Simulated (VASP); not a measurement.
# SnS (Pnma) in VASP: further runs, part 2 of 2

VASP 6.6.1.

### Step 3. Single point, r2SCAN+rVV10

This run uses another cell than the first one, of 24.63 Å³/atom.

The input, POSCAR:

```
SnS
1.0
   11.2184912335      0.0000000000      0.0000000000
    0.0000000000      3.9617510570      0.0000000000
    0.0000000000      0.0000000000      4.4334756478
Sn S
4 4
Direct
    0.1191823488      0.2500000000      0.1258109443
    0.3808176512      0.7500000000      0.6258109443
    0.6191823488      0.2500000000      0.3741890557
    0.8808176512      0.7500000000      0.8741890557
    0.8494992837      0.2500000000      0.4871020382
    0.6505007163      0.7500000000      0.9871020382
    0.3494992837      0.2500000000      0.0128979618
    0.1505007163      0.7500000000      0.5128979618
```

The input, INCAR.step1:

```
ALGO = Normal
EDIFF = 1E-5
ENCUT = 550
GGA = PE
GGA_COMPAT = False
ISMEAR = -1
LASPH = True
LCHARG = False
LREAL = False
LWAVE = True
NBANDS = 50
NELM = 120
PREC = Accurate
SIGMA = 0.02
```

The input, INCAR.step2:

```
ALGO = Normal
BPARAM = 11.95
CPARAM = 0.0093
EDIFF = 1E-6
ENCUT = 550
GGA_COMPAT = False
ISIF = 2
ISMEAR = -1
ISTART = 1
IVDW_NL = 2
LASPH = True
LCHARG = True
LELF = True
LMIXTAU = True
LREAL = False
LUSE_VDW = True
LVHAR = True
LWAVE = False
METAGGA = R2SCAN
NBANDS = 50
NELM = 120
PREC = Accurate
SIGMA = 0.02
```

The input, KPOINTS:

```
k-points
0
Gamma
  2 6 6
```

Potentials or basis: VASP PAW PBE potentials, release 64 (Sn_d, S).

On the command line:

```sh
> cat potpaw_PBE.64/Sn_d/POTCAR potpaw_PBE.64/S/POTCAR > POTCAR
> cp INCAR.step1 INCAR
> mpirun -np 1 vasp_std > vasp.out
> cp INCAR.step2 INCAR
> mpirun -np 1 vasp_std > vasp.out
```

OUTCAR:

```text
BPARAM = 11.95
   EDIFF = 1E-6
   ENCUT = 550
   ISIF = 2
   ISMEAR = -1
   ISTART = 1
   IVDW_NL = 2
   LASPH = True
   LREAL = False
   METAGGA = R2SCAN
   NELM = 120
   PREC = Accurate

 ion  position               nearest neighbor table
   1  0.119  0.250  0.126-   7 2.63   8 2.64   8 2.64   4 3.51   4 3.51
   2  0.381  0.750  0.626-   8 2.63   7 2.64   7 2.64   3 3.51   3 3.51
   3  0.619  0.250  0.374-   5 2.63   6 2.64   6 2.64   2 3.51   2 3.51
   4  0.881  0.750  0.874-   6 2.63   5 2.64   5 2.64   1 3.51   1 3.51
   5  0.849  0.250  0.487-   3 2.63   4 2.64   4 2.64
   6  0.651  0.750  0.987-   4 2.63   3 2.64   3 2.64
   7  0.349  0.250  0.013-   1 2.63   2 2.64   2 2.64
   8  0.151  0.750  0.513-   2 2.63   1 2.64   1 2.64

  LATTYP: Found a simple orthorhombic cell.
 ALAT       =     3.9617510570
 B/A-ratio  =     1.1190697204
 C/A-ratio  =     2.8317001932

  Lattice vectors:

 A1 = (   0.0000000000,   3.9617510570,   0.0000000000)
 A2 = (   0.0000000000,   0.0000000000,   4.4334756478)
 A3 = (  11.2184912335,   0.0000000000,   0.0000000000)

Analysis of symmetry for initial positions (statically):
=====================================================================
 Subroutine PRICEL returns:
 Original cell was already a primitive cell.

 Routine SETGRP: Setting up the symmetry group for a
 simple orthorhombic supercell.

 Subroutine GETGRP returns: Found  8 space group operations
 (whereof  2 operations were pure point group operations)
 out of a pool of  8 trial point group operations.

The static configuration has the point symmetry S_2 .
 The point group associated with its full space group is D_2h.

Analysis of symmetry for dynamics (positions and initial velocities):
=====================================================================
 Subroutine PRICEL returns:
 Original cell was already a primitive cell.

 Routine SETGRP: Setting up the symmetry group for a
 simple orthorhombic supercell.

 Subroutine GETGRP returns: Found  8 space group operations
 (whereof  2 operations were pure point group operations)
[... 141 lines left out ...]
   LHFCALC =     F    Hartree Fock is set to
   AEXX    =    0.0000 exact exchange contribution
   IVDW_NL    =     2    kernel type
   BPARAM     =11.9500
   IVDW    =     0    specifies the selected vdW correction
   LEPSILON=     F    determine dielectric tensor
   LRPA    =     F    only Hartree local field effects (RPA)
 non-spin polarized calculation
  energy-cutoff  :      550.00
  volume of cell :      197.05
 maximum number of plane-waves:      5853
 NGX is ok and might be reduce to    90
   NGX = 43   NGY = 15   NGZ = 17

 number of electron      80.0000003 magnetization

 Free energy of the ion-electron system (eV)
  ---------------------------------------------------
  ext. energy  EPLUGINS =         0.00000000
  ---------------------------------------------------
  free energy    TOTEN  =      -132.89909783 eV

  energy without entropy =     -132.89909783  energy(sigma->0) =     -132.89909783

 E-fermi :   6.3111     XC(G=0): -10.3892

 val. band max:        5.8863512121   @ k =   0.5000   0.0000   0.5000
 cond. band min:       6.9447910763   @ k =   0.0000   0.3333   0.0000
 fundamental gap:      1.0584398642
 Fermi energy:         6.3111124833

 k-point     1 :       0.0000    0.0000    0.0000
  band No.  band energies     occupation
      1     -16.0618      2.00000
      2     -16.0414      2.00000
      3     -16.0334      2.00000
      4     -16.0218      2.00000
      5     -16.0216      2.00000
      6     -16.0165      2.00000
[... 1261 lines left out ...]
     49      11.9462      0.00000
     50      11.9462      0.00000

 [... further k-points ...]

------------------------ aborting loop because EDIFF is reached ----------------------------------------

  FORCE on cell =-STRESS in cart. coord.  units (eV):
  Direction    XX          YY          ZZ          XY          YZ          ZX
  --------------------------------------------------------------------------------------
  -------------------------------------------------------------------------------------
  Total        0.0798479      0.0794983      0.1112419      0.0000000     -0.0000000      0.0000000
  in kB        0.6492441      0.6464015      0.9045091      0.0000000     -0.0000000      0.0000000
  external PRESSURE =       0.7333849 kB  Pullay stress =       0.0000000 kB

 VOLUME and BASIS-vectors are now :
 -----------------------------------------------------------------------------
  energy-cutoff  :      550.00
  volume of cell :      197.05
      direct lattice vectors                 reciprocal lattice vectors
    11.218491233  0.000000000  0.000000000     0.089138546  0.000000000  0.000000000
     0.000000000  3.961751057  0.000000000     0.000000000  0.252413639  0.000000000
     0.000000000  0.000000000  4.433475648     0.000000000  0.000000000  0.225556669

 POSITION                                       TOTAL-FORCE (eV/Angst)
 -----------------------------------------------------------------------------------
      1.33705      0.99044      0.55778        -0.013251      0.000000     -0.013810
      4.27220      2.97131      2.77452         0.013251     -0.000000     -0.013810
      6.94629      0.99044      1.65896        -0.013251     -0.000000      0.013810
      9.88145      2.97131      3.87570         0.013251     -0.000000      0.013810
      9.53010      0.99044      2.15956         0.005053      0.000000     -0.013233
      7.29764      2.97131      4.37629        -0.005053      0.000000     -0.013233
      3.92085      0.99044      0.05718         0.005053      0.000000      0.013233
      1.68839      2.97131      2.27392        -0.005053      0.000000      0.013233
 -----------------------------------------------------------------------------------
    total drift:                                0.000000      0.000000      0.000000

  FREE ENERGIE OF THE ION-ELECTRON SYSTEM (eV)
  ---------------------------------------------------
  free  energy   TOTEN  =      -132.8990978302 eV

  energy  without entropy=     -132.8990978301  energy(sigma->0) =     -132.89909783
```

OUTCAR.step1:

```text
EDIFF = 1E-5
   ENCUT = 550
   GGA = PE
   ISMEAR = -1
   LASPH = True
   LREAL = False
[... 1519 lines left out ...]
      7.29764      2.97131      4.37629        -0.104277     -0.000000     -0.151600
      3.92085      0.99044      0.05718         0.104277      0.000000      0.151600
      1.68839      2.97131      2.27392        -0.104277      0.000000      0.151600
 -----------------------------------------------------------------------------------
    total drift:                                0.000000      0.000000      0.000000

  FREE ENERGIE OF THE ION-ELECTRON SYSTEM (eV)
  ---------------------------------------------------
  free  energy   TOTEN  =       -35.3877070814 eV

  energy  without entropy=      -35.3877070814  energy(sigma->0) =      -35.38770708
```

OSZICAR.step1:

```text
N       E                     dE             d eps       ncg     rms          rms(c)
DAV:   1     0.921452157054E+03    0.92145E+03   -0.37885E+04  3398   0.221E+03
DAV:   2     0.132637154435E+03   -0.78882E+03   -0.76240E+03  3208   0.627E+02
DAV:   3    -0.241344721290E+02   -0.15677E+03   -0.14913E+03  3802   0.215E+02
DAV:   4    -0.362298966508E+02   -0.12095E+02   -0.11881E+02  3830   0.591E+01
DAV:   5    -0.367006739952E+02   -0.47078E+00   -0.46923E+00  3908   0.121E+01    0.119E+01
DAV:   6    -0.353815324829E+02    0.13191E+01   -0.26449E+00  4438   0.803E+00    0.790E+00
DAV:   7    -0.353968863583E+02   -0.15354E-01   -0.10181E+00  4158   0.348E+00    0.286E+00
DAV:   8    -0.353873736209E+02    0.95127E-02   -0.10726E-01  4374   0.203E+00    0.496E-01
DAV:   9    -0.353873744258E+02   -0.80491E-06   -0.15042E-02  4020   0.753E-01    0.162E-01
DAV:  10    -0.353875995630E+02   -0.22514E-03   -0.14008E-03  4216   0.178E-01    0.991E-02
DAV:  11    -0.353877135441E+02   -0.11398E-03   -0.33543E-04  4090   0.970E-02    0.330E-02
DAV:  12    -0.353877034282E+02    0.10116E-04   -0.70865E-05  3510   0.444E-02    0.110E-02
DAV:  13    -0.353877070814E+02   -0.36532E-05   -0.11573E-05  2032   0.228E-02
   1 F= -.35387707E+02 E0= -.35387707E+02  d E =-.173319E-10
```

Run time: 8.9 min. Hardware: 1 thread of Intel Xeon 6975P-C (Granite Rapids), shared host; peak memory 0.84 GiB.

Results:

- Free energy: -132.8991 eV
- Pressure: 0.1 GPa
- Largest force: 0.019 eV/Å
- Band gap on the k mesh: 1.06 eV (least direct gap 1.36 eV)

Forces on the atoms (eV/Å):
```
Sn  -0.013  0.000 -0.014
Sn   0.013  0.000 -0.014
Sn  -0.013  0.000  0.014
Sn   0.013  0.000  0.014
S    0.005  0.000 -0.013
S   -0.005  0.000 -0.013
S    0.005  0.000  0.013
S   -0.005  0.000  0.013
```

Caveat: the PAW data sets were made with another functional, which shifts forces and pressure a little; spin-orbit coupling is left out, which moves the levels of the heavy elements.

### Step 4. Against experiment

Step 3. Measured gap of SnS: 1.09 eV (indirect; 300 K; “Linear dichroism of the optical properties of SnS and SnSe van der Waals crystals”, 2024, arxiv:2409.17412). This calculation gives 1.06 eV (-0.03 eV). 2 values of this kind are on record (1.09 to 1.16 eV); this one was drawn at random. Spin-orbit coupling on Sn is left out. The value is that of r2SCAN+rVV10 on a finite k mesh, which can miss the band edges, without temperature or zero-point motion.
